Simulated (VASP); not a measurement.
Crystal: GaSb.

```
CELL_PARAMETERS angstrom
0.00000 3.05900 3.05900
3.05900 0.00000 3.05900
3.05900 3.05900 0.00000
ATOMIC_POSITIONS crystal
Ga 0.00000 0.00000 0.00000
Sb 0.25000 0.25000 0.25000
```

| Item | Value |
| --- | --- |
| Program | VASP 6.6.1 |
| Task | relaxation of cell and atoms |
| Functional | PBE |
| Potentials or basis | VASP PAW PBE potentials, release 64 (Ga_d, Sb) |
| Cutoff | 600 eV |
| k mesh | 6 × 6 × 6 |
| Occupations | fermi-dirac, width 0.02 eV |
| Spin | no spin polarisation |

At the start: pressure 2.4 GPa; volume 28.62 Å³/atom.

Where does the relaxation end?

Over 6 steps the energy falls by 10.9 meV/atom and the volume is 30.08 Å³/atom (+5.1 %); space group F-43m (No. 216, to 0.05 Å).

The path:
```
step  energy change (eV)  largest force (eV/Å)  pressure (GPa)  volume (Å³)
   1              0.0000                0.0000            2.43        57.25
   2             -0.0205                0.0000           -0.50        60.92
   3             -0.0218                0.0000           -0.04        60.21
   4             -0.0218                0.0000            0.06        60.15
   5             -0.0218                0.0000            0.03        60.15
   6             -0.0218                0.0000            0.03        60.15
```

Final structure:
```xyz
2
Lattice="0.0000 3.1099 3.1099 3.1099 0.0000 3.1099 3.1099 3.1099 0.0000" Properties=species:S:1:pos:R:3 pbc="T T T"
Ga    6.2198    3.1099    3.1099
Sb    1.5549    1.5549    1.5549
```
